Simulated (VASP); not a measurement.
Crystal: BPtF6.

```
CELL_PARAMETERS angstrom
4.90259 0.00000 0.00000
-2.45130 4.24578 0.00000
-2.45130 1.41526 4.53465
ATOMIC_POSITIONS crystal
B 0.50000 0.50000 0.50000
F 0.24200 0.11800 0.75100
F 0.88200 0.37300 0.75100
F 0.62700 0.75800 0.75100
F 0.75800 0.88200 0.24900
F 0.11800 0.62700 0.24900
F 0.37300 0.24200 0.24900
Pt 0.00000 0.00000 0.00000
```

- Program: VASP 6.6.1
- Task: relaxation of cell and atoms
- Functional: PBE
- Potentials or basis: VASP PAW PBE potentials, release 64 (B, F, Pt)
- Cutoff: 600 eV
- k mesh: 5 × 5 × 5
- Occupations: tetrahedron
- Spin: no spin polarisation

At the start: pressure 10.0 GPa; volume 11.80 Å³/atom.

Problem. Where does the relaxation end?

Solution. Over 23 steps the energy falls by 501.4 meV/atom and the volume is 10.51 Å³/atom (-10.9 %); space group R-3 (No. 148, to 0.1 Å) before and after.

The path:
```tsv
step	energy change (eV)	largest force (eV/Å)	pressure (GPa)	volume (Å³)
1	0.0000	3.8603	9.99	94.39
2	-2.0213	1.5553	-18.49	104.80
3	-2.0209	1.5763	-18.25	104.57
4	-3.6385	1.1734	-5.88	91.61
5	-3.6733	0.6874	-8.65	93.02
6	-3.9806	0.0767	-1.65	86.84
7	-3.9828	0.1499	-0.83	86.33
8	-3.9896	0.1169	0.09	85.76
9	-3.9899	0.1344	0.26	85.66
10	-3.9956	0.1150	0.04	85.57
11	-4.0023	0.0863	-0.34	85.42
12	-4.0041	0.0840	-1.13	85.10
13	-4.0053	0.0726	-0.78	85.24
14	-4.0087	0.0258	0.11	84.46
15	-4.0087	0.0260	0.17	84.41
16	-4.0094	0.0214	-0.06	84.46
17	-4.0094	0.0255	-0.13	84.48
18	-4.0094	0.0278	-0.16	84.49
19	-4.0099	0.0298	-0.04	84.35
20	-4.0100	0.0332	0.01	84.30
21	-4.0102	0.0428	0.10	84.20
22	-4.0104	0.0307	0.05	84.17
23	-4.0108	0.0087	-0.11	84.07
```

Final structure:
```
B F Pt
1.0
     4.77166    0.00000    0.00000
    -2.38583    4.13238    0.00000
    -2.38583    1.37746    4.26376
B F Pt
1 6 1
Direct
  0.50000 0.50000 0.50000
  0.28885 0.14814 0.71790
  0.85186 0.42282 0.71790
  0.57718 0.71115 0.71790
  0.71115 0.85186 0.28210
  0.14814 0.57718 0.28210
  0.42282 0.28885 0.28210
  0.00000 0.00000 0.00000
```

Caveat: an odd number of electrons without spin polarisation forces a metal; a magnetic or distorted state may lie lower; tetrahedron occupations give inexact forces and stress in metals.
